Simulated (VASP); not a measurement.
# NiO2 (P-3m1) in VASP: notebook, part 2 of 2

VASP 6.6.1. The steps go on from the part before.

### Step 3. Single point, LDA (c/a of the conventional cell at fixed volume 1.3245)

INCAR reads:

```
PREC     = Accurate       # precision mode
ENCUT    = 600            # plane-wave cutoff, eV
EDIFF    = 1E-6           # SCF threshold, eV
ISMEAR   = 0              # smearing method
SIGMA    = 0.05           # smearing width, eV
LREAL    = F              # projectors in reciprocal space
LASPH    = T              # aspherical terms in the spheres
NELM     = 120            # most SCF steps
ALGO     = Normal         # electronic algorithm
ISIF     = 2              # what is computed and relaxed
LWAVE    = F              # write WAVECAR
LCHARG   = F              # write CHGCAR
GGA      = CA             # functional
NBANDS   = 22             # bands
GGA_COMPAT= F
```

KPOINTS reads:

```
regular mesh
0
Gamma
  12 12 6
```

POSCAR reads:

```
NiO2
1.0
    2.8940625823      0.0000000000      0.0000000000
   -1.4470312911      2.5063317164      0.0000000000
    0.0000000000      0.0000000000      3.8331858902
Ni O
1 2
Direct
    0.0000000000      0.0000000000      0.5000000000
    0.6666666667      0.3333333333      0.7542852723
    0.3333333333      0.6666666667      0.2457147277
```

Potentials or basis: VASP PAW LDA potentials, release 64 (Ni_sv_GW, O).

Command:

```bash
$ cat potpaw_LDA.64/Ni_sv_GW/POTCAR potpaw_LDA.64/O/POTCAR > POTCAR
$ mpirun -np 1 vasp_std > vasp.out
```

Run time: 68 s. Hardware: 1 thread of AMD EPYC 9R45 (Zen 5), shared host; peak memory 0.17 GiB.

The run converged. Its results:

```yaml
Free_energy: -20.7226 eV
Pressure: -25.8 GPa
Largest_force: 1.870 eV/Å
Band_gap_on_the_k_mesh: 0.26 eV, indirect (least direct gap 0.57 eV)
```

Forces on the atoms (eV/Å):
```
Ni   0.000  0.000  0.000
O    0.000  0.000 -1.870
O    0.000  0.000  1.870
```

Stress tensor (GPa, compression positive):
```
-29.67   0.00   0.00
  0.00 -29.67   0.00
  0.00   0.00 -17.96
```

Levels at points of the mesh, in eV from the valence-band top:
| k point | band 12 | band 13 | band 14 | band 15 | band 16 | band 17 | band 18 | band 19 |
| --- | --- | --- | --- | --- | --- | --- | --- | --- |
| (0.00, 0.00, 0.00) | -1.27 | -1.27 | -0.74 | 0.00 | 1.37 | 1.37 | 6.99 | 10.05 |
| (0.50, 0.00, 0.00) | -3.11 | -1.79 | -1.78 | -1.19 | 0.90 | 1.72 | 11.62 | 11.85 |
| (0.00, 0.00, 0.50) | -2.15 | -1.65 | -1.65 | -0.33 | 1.71 | 1.71 | 9.33 | 9.74 |
| (0.50, 0.00, 0.50) | -1.79 | -1.77 | -1.32 | -1.12 | 1.05 | 1.19 | 10.72 | 11.90 |

Caveat: forces of over 1 eV/Å act on the atoms, so gaps and moduli don't describe the material at rest.

### Step 4. Single point, LDA (c/a of the conventional cell at fixed volume 1.7203)

INCAR reads:

```
SYSTEM = NiO2
PREC = Accurate ; ENCUT = 600
EDIFF = 1E-6 ; ISMEAR = 0
SIGMA = 0.05 ; LREAL = .False.
LASPH = .True. ; NELM = 120
ALGO = Normal ; ISIF = 2
LWAVE = .False. ; LCHARG = .False.
NBANDS = 22 ; GGA_COMPAT = .False.
```

KPOINTS reads:

```
Automatic mesh
0
Gamma
  12 12 6
  0 0 0
```

POSCAR reads:

```
NiO2
1.0
    2.6525108924      0.0000000000      0.0000000000
   -1.3262554462      2.2971418167      0.0000000000
    0.0000000000      0.0000000000      4.5631144882
Ni O
1 2
Direct
    0.0000000000      0.0000000000      0.5000000000
    0.6666666667      0.3333333333      0.7067356968
    0.3333333333      0.6666666667      0.2932643032
```

Command:

```bash
$ cat potpaw_LDA.64/Ni_sv_GW/POTCAR potpaw_LDA.64/O/POTCAR > POTCAR
$ mpirun -np 1 vasp_std > vasp.out
```

Wall time 54 s (1 thread of AMD EPYC 9R45 (Zen 5), shared host); peak memory 0.18 GiB.

Results (log left out):

* Free energy: -20.8906 eV
* Pressure: 19.1 GPa
* Largest force: 0.876 eV/Å
* Band gap on the k mesh: 1.05 eV, indirect (least direct gap 1.28 eV)

Forces in eV/Å, atoms in the order of the input:
```
Ni   0.000  0.000  0.000
O    0.000  0.000  0.876
O    0.000  0.000 -0.876
```

Stress tensor (GPa, compression positive):
```
25.54  0.00  0.00
 0.00 25.54  0.00
 0.00  0.00  6.31
```

Levels at points of the mesh, in eV from the valence-band top:
```csv
k point,band 11,band 12,band 13,band 14,band 15,band 16,band 17,band 18,band 19,band 20
"(0.00, 0.00, 0.00)",-2.58,-1.22,-1.22,-1.16,-0.60,2.49,2.49,8.49,11.68,15.33
"(0.50, 0.00, 0.00)",-3.08,-2.71,-1.97,-1.96,-1.09,1.89,2.41,12.90,13.96,14.66
"(0.00, 0.00, 0.50)",-2.58,-2.58,-1.26,-1.26,-0.11,2.53,2.53,10.58,10.96,13.80
"(0.50, 0.00, 0.50)",-3.00,-2.04,-2.01,-1.98,-1.20,1.92,2.31,11.89,13.65,15.44
```

### Step 5. Single point, LDA (c/a of the conventional cell at fixed volume 1.7203)

INCAR reads:

```
ALGO     = Normal         # electronic algorithm
EDIFF    = 1E-6           # SCF threshold, eV
ENCUT    = 600            # plane-wave cutoff, eV
GGA_COMPAT= F            
ISIF     = 2              # what is computed and relaxed
ISMEAR   = 0              # smearing method
LASPH    = T              # aspherical terms in the spheres
LCHARG   = F              # write CHGCAR
LREAL    = F              # projectors in reciprocal space
LWAVE    = F              # write WAVECAR
NBANDS   = 22             # bands
NELM     = 120            # most SCF steps
PREC     = Accurate       # precision mode
SIGMA    = 0.05           # smearing width, eV
```

KPOINTS reads:

```
k-points
0
Gamma
  12 12 6
```

POSCAR reads:

```
NiO2
1.0
    2.6525108924      0.0000000000      0.0000000000
   -1.3262554462      2.2971418167      0.0000000000
    0.0000000000      0.0000000000      4.5631144882
Ni O
1 2
Direct
    0.0000000000      0.0000000000      0.5000000000
    0.6666666667      0.3333333333      0.7305104846
    0.3333333333      0.6666666667      0.2694895154
```

Command:

```bash
$ cat potpaw_LDA.64/Ni_sv_GW/POTCAR potpaw_LDA.64/O/POTCAR > POTCAR
$ mpirun -np 1 vasp_std > vasp.out
```

It took 81 s on 1 thread of Intel Xeon Platinum 8259CL at 2.50GHz (Skylake/Cascade Lake), shared host; peak memory 0.21 GiB.

It converged, with:

```yaml
Free_energy: -20.8213 eV
Pressure: -1.0 GPa
Largest_force: 1.407 eV/Å
Band_gap_on_the_k_mesh: 0.85 eV, indirect (least direct gap 0.94 eV)
```

Forces on the atoms (eV/Å):
```
Ni   0.000  0.000  0.000
O    0.000  0.000 -1.407
O    0.000  0.000  1.407
```

Stress tensor (GPa, compression positive):
```
  8.14   0.00   0.00
  0.00   8.14   0.00
  0.00   0.00 -19.30
```

Levels at points of the mesh, in eV from the valence-band top:
```csv
k point,band 12,band 13,band 14,band 15,band 16,band 17,band 18,band 19
"(0.00, 0.00, 0.00)",-0.90,-0.84,-0.80,-0.80,2.15,2.15,8.19,11.69
"(0.50, 0.00, 0.00)",-2.38,-1.91,-1.55,-0.79,1.80,2.13,12.15,14.02
"(0.00, 0.00, 0.50)",-2.25,-0.87,-0.87,-0.30,2.22,2.22,9.97,10.99
"(0.50, 0.00, 0.50)",-2.06,-1.85,-1.55,-0.88,1.86,1.98,11.41,13.23
```

Caveat: forces of over 1 eV/Å act on the atoms, so gaps and moduli don't describe the material at rest.

### Step 6. Single point, LDA (c/a of the conventional cell at fixed volume 1.4565)

INCAR reads:

```
SYSTEM = NiO2
PREC = Accurate
ENCUT = 600
EDIFF = 1E-6
ISMEAR = 0
SIGMA = 0.05
LREAL = .False.
LASPH = .True.
NELM = 120
ALGO = Normal
ISIF = 2
LWAVE = .False.
LCHARG = .False.
NBANDS = 22
GGA_COMPAT = .False.
```

KPOINTS reads:

```
Automatic mesh
0
Gamma
  12 12 6
  0 0 0
```

POSCAR reads:

```
NiO2
1.0
    2.8038519370      0.0000000000      0.0000000000
   -1.4019259685      2.4282070059      0.0000000000
    0.0000000000      0.0000000000      4.0838103463
Ni O
1 2
Direct
    0.0000000000      0.0000000000      0.5000000000
    0.6666666667      0.3333333333      0.6829609091
    0.3333333333      0.6666666667      0.3170390909
```

Potentials or basis: VASP PAW LDA potentials, release 64 (Ni_sv_GW, O).

Command:

```bash
$ cat potpaw_LDA.64/Ni_sv_GW/POTCAR potpaw_LDA.64/O/POTCAR > POTCAR
$ mpirun -np 1 vasp_std > vasp.out
```

It took 53 s on 1 thread of Intel Xeon Platinum 8488C (Sapphire Rapids), shared host; peak memory 0.21 GiB.

The run converged. Its results:

```
Free energy            : -20.5554 eV
Pressure               : 25.1 GPa
Largest force          : 3.409 eV/Å
Band gap on the k mesh : 0.60 eV, indirect (least direct gap 1.16 eV)
```

Forces in eV/Å, atoms in the order of the input:
```
Ni   0.000  0.000  0.000
O    0.000  0.000  3.409
O    0.000  0.000 -3.409
```

Stress tensor (GPa, compression positive):
```
24.38  0.00  0.00
 0.00 24.38  0.00
 0.00  0.00 26.67
```

Levels at points of the mesh, in eV from the valence-band top:
```csv
k point,band 11,band 12,band 13,band 14,band 15,band 16,band 17,band 18,band 19,band 20
"(0.00, 0.00, 0.00)",-2.82,-1.94,-1.94,-1.44,-0.31,2.30,2.30,7.61,11.06,16.99
"(0.50, 0.00, 0.00)",-4.45,-2.62,-2.46,-2.42,-1.25,1.16,2.38,12.23,12.47,13.64
"(0.00, 0.00, 0.50)",-2.83,-2.83,-1.99,-1.99,0.00,2.36,2.36,9.43,11.13,14.53
"(0.50, 0.00, 0.50)",-4.16,-2.63,-2.41,-1.56,-1.36,1.15,2.25,10.65,12.93,15.05
```

Caveat: forces of over 1 eV/Å act on the atoms, so gaps and moduli don't describe the material at rest. A k mesh can miss the band edges.

### Step 7. The runs side by side

```tsv
cell	gap on the mesh (eV)	pressure (GPa)	largest force (eV/Å)
a = 2.653, b = 2.653, c = 4.563 Å, angles 90.0, 90.0, 120.0°, 3 atoms	0.85	-1.0	1.41
a = 2.894, b = 2.894, c = 3.833 Å, angles 90.0, 90.0, 120.0°, 3 atoms	0.26	-25.8	1.87
a = 2.804, b = 2.804, c = 4.084 Å, angles 90.0, 90.0, 120.0°, 3 atoms	0.60	25.1	3.41
```

Some of these runs hold the atoms at other places in the same cell, which the table doesn't show; runs alike in all that it shows share one row.

Alike in all rows: task single point; level LDA; potentials or basis VASP PAW LDA potentials, release 64 (Ni_sv_GW, O); no spin polarisation; k mesh 12 × 12 × 6; cutoff (eV) 600; smearing gaussian 0.05 eV.

Caveats: forces of over 1 eV/Å act on the atoms, so gaps and moduli don't describe the material at rest.

Total energies depend on the potentials used, so only differences within one code and one set of settings carry meaning.
